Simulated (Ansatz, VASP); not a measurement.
Bi4Se5 in VASP and in Ansatz

```
CELL_PARAMETERS angstrom
4.14361 0.00000 0.00000
-2.07180 3.58847 0.00000
0.00000 0.00000 30.14126
ATOMIC_POSITIONS crystal
Bi 0.33333 0.66667 0.25479
Bi 0.33333 0.66667 0.43659
Bi 0.00000 0.00000 0.56341
Bi 0.00000 0.00000 0.74521
Se 0.66667 0.33333 0.30321
Se 0.00000 0.00000 0.38414
Se 0.66667 0.33333 0.50000
Se 0.33333 0.66667 0.61586
Se 0.66667 0.33333 0.69679
```

Alike in both runs: functional PBE; dispersion D3(BJ); k mesh 9 × 9 × 1; occupations gaussian, width 0.05 eV; no spin polarisation.

Ansatz relaxed the structure, and its values are those at the end. VASP's run is a single point on that final structure, the one shown.

|  | VASP | Ansatz |
| --- | --- | --- |
| version | VASP 6.6.1 | Ansatz 0.2.0 |
| potentials or method | VASP PAW PBE potentials, release 64 (Bi_d, Se), cutoff 520 eV | scalar-relativistic, plane waves, PAW |
| valence electrons in the cell | 90 | 140 |

```csv
,VASP,Ansatz,Ansatz less VASP
gap on the k mesh at the Fermi level (eV),none,none,-
rms of the force components (eV/Å),0.008,0.003,-0.0044
"work function, face that differs most (eV)",3.67,3.72,+0.052
```

A gap of «none» marks a metal or a gap that the smearing closes. VASP's potentials hold 90 valence electrons a cell and Ansatz's 140, so a difference there can come from the potentials and not from the codes. Ansatz's warnings: xc potential rough in thin density.

Spin-orbit coupling is off throughout.
